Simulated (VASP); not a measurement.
Runs of VASP 6.6.1 on BP. Symmetry: F-43m, No. 216, cubic system. Conventional cell: a = 4.537 Å, b = 4.537 Å, c = 4.537 Å, α = 90.00°, β = 90.00°, γ = 90.00°. B (site symmetry -43m) has 4 P at 1.96 Å within 2.6 Å. Within 2.6 Å of P (site symmetry -43m) lie 4 B at 1.96 Å. 

```csv
level,k mesh,grid for exact exchange (PRECFOCK),screening parameter,gap on the mesh (eV),pressure (GPa)
PBE0,6 × 6 × 6,Normal,-,(a),-2.0
PBE,10 × 10 × 10,-,-,1.24,1.0
HSE06,6 × 6 × 6,Normal,0.2079 1/Å,(c),(b)
PBE,6 × 6 × 6,-,-,1.33,1.2
r2SCAN,6 × 6 × 6,-,-,1.54,-0.4
```

Alike in all rows: task single point; potentials or basis VASP PAW PBE potentials, release 64 (B, P); no spin polarisation; cell as given; cutoff (eV) 520; smearing gaussian 0.01 eV.

Question: Fill in the values left out.

Answer: (a) 2.79; (b) -1.9; (c) 2.06.

Caveats: the PAW data sets were made with another functional, which shifts forces and pressure a little (some runs).

A k mesh can miss the band edges.
